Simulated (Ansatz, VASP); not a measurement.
# One calculation of CdF2, two programs

File INCAR:

```
PREC = Accurate
ENCUT = 700
EDIFF = 1E-6
ISMEAR = 0
SIGMA = 0.05
LREAL = F
LASPH = T
NELM = 120
ALGO = Normal
ISIF = 2
LWAVE = F
LCHARG = T
GGA = PE
LELF = T
LVHAR = T
NBANDS = 24
GGA_COMPAT = F
```

File KPOINTS:

```
regular mesh
0
Gamma
  8 8 8
```

POSCAR

```
CdF2
1.0
    0.0000000000      2.6940000000      2.6940000000
    2.6940000000      0.0000000000      2.6940000000
    2.6940000000      2.6940000000      0.0000000000
Cd F
1 2
Direct
    0.0281281451      0.0281281451      0.0281281451
    0.2500000000      0.2500000000      0.2500000000
    0.7500000000      0.7500000000      0.7500000000
```

Input for Ansatz:

```yaml
crystal:
  lattice:
    - [0.0, 2.694, 2.694]
    - [2.694, 0.0, 2.694]
    - [2.694, 2.694, 0.0]
  atoms:
    - { symbol: Cd, position: [0.0281281451, 0.0281281451, 0.0281281451] }
    - { symbol: F, position: [0.25, 0.25, 0.25] }
    - { symbol: F, position: [0.75, 0.75, 0.75] }
basis:
  ecutwfc: 420
kpoints:
  mp_grid: { grid: [8, 8, 8] }
hamiltonian:
  xc: pbe
scf:
  occupations: { method: gaussian, width: 0.05 }
output:
  forces: true
  stress: true
  eigenvalues: true
```

Change from the starting cell: all Cd atoms moved +0.263 Å, as atom 1 along Cartesian [1 1 1].

Alike in both runs: task single point; functional PBE; k mesh 8 × 8 × 8; occupations gaussian, width 0.05 eV; no spin polarisation.

|  | VASP | Ansatz |
| --- | --- | --- |
| version | VASP 6.6.1 | Ansatz 0.2.0 |
| potentials or method | VASP PAW PBE potentials, release 64 (Cd_sv_GW, F), cutoff 700 eV | scalar-relativistic, plane waves, PAW |
| valence electrons in the cell | 34 | 34 |

VASP gave:

- gap on the k mesh at the Fermi level (eV): 3.15
- least direct gap on the mesh (eV): 3.63
- pressure (GPa): 9.1
- traceless stress, the component that is largest in VASP (GPa): 2.79
- rms of the force components (eV/Å): 0.838

Q: Which values does Ansatz return?

A: gap on the k mesh at the Fermi level (eV): 3.16; least direct gap on the mesh (eV): 3.64; pressure (GPa): 9.5; traceless stress, the component that is largest in VASP (GPa): 2.74; rms of the force components (eV/Å): 0.827.

Atom by atom the forces differ by 0.012 eV/Å (rms over components).
